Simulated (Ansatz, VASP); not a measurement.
# MgH2Ir2: VASP beside Ansatz

File INCAR:

```
SYSTEM = MgH2Ir2
ALGO = Normal
EDIFF = 1E-6
ENCUT = 520
GGA = PE
ISIF = 2
ISMEAR = 0
LASPH = .TRUE.
LCHARG = .FALSE.
LREAL = .FALSE.
LWAVE = .FALSE.
NBANDS = 19
NELM = 60
PREC = Accurate
SIGMA = 0.1
```

KPOINTS

```
k-points
0
G
  6 6 4
  0 0 0
```

POSCAR

```
MgH2Ir2
1.0
    3.3749976400      0.0000000000      0.0000000000
   -1.6874988200      2.9228336900      0.0000000000
    0.0000000000      0.0000000000      6.9191293900
Mg H Ir
1 2 2
Direct
    0.0000000000      0.0000000000      0.5000000000
    0.3333333300      0.6666666700      0.0000000000
    0.6666666700      0.3333333300      0.0000000000
    0.0000000000      0.0000000000      0.7981457500
    0.0000000000      0.0000000000      0.2018542500
```

Input for Ansatz:

```yaml
crystal:
  lattice:
    - [3.37499764, 0.0, 0.0]
    - [-1.68749882, 2.92283369, 0.0]
    - [0.0, 0.0, 6.91912939]
  atoms:
    - { symbol: Mg, position: [0.0, 0.0, 0.5] }
    - { symbol: H, position: [0.33333333, 0.66666667, 0.0] }
    - { symbol: H, position: [0.66666667, 0.33333333, 0.0] }
    - { symbol: Ir, position: [0.0, 0.0, 0.79814575] }
    - { symbol: Ir, position: [0.0, 0.0, 0.20185425] }
basis:
  ecutwfc: 420
kpoints:
  mp_grid: { grid: [6, 6, 4] }
hamiltonian:
  xc: pbe
scf:
  occupations: { method: gaussian, width: 0.1 }
  lower_state_search: "off"
output:
  forces: true
  stress: true
  eigenvalues: true
```

Alike in both runs: task single point; functional PBE; k mesh 6 × 6 × 4; occupations gaussian, width 0.1 eV; no spin polarisation.

|  | VASP | Ansatz |
| --- | --- | --- |
| version | VASP 6.6.1 | Ansatz 0.2.0 |
| potentials or method | VASP PAW PBE potentials, release 64 (Mg, H, Ir), cutoff 520 eV | scalar-relativistic, plane waves, PAW |
| valence electrons in the cell | 22 | 46 |

```csv
,VASP,Ansatz,Ansatz less VASP
gap on the k mesh at the Fermi level (eV),none,none,-
pressure (GPa),-0.1,0.5,+0.59
"traceless stress, the component that is largest in VASP (GPa)",58.38,59.40,+1.025
rms of the force components (eV/Å),2.753,2.824,+0.0709
```

Atom by atom the forces differ by 0.071 eV/Å (rms over components). A gap of «none» marks a metal or a gap that the smearing closes. The functional is the same, so the differences come from potentials, cutoffs and numerics. VASP's potentials hold 22 valence electrons a cell and Ansatz's 46, so a difference there can come from the potentials and not from the codes.

Neither program's run includes spin-orbit coupling.
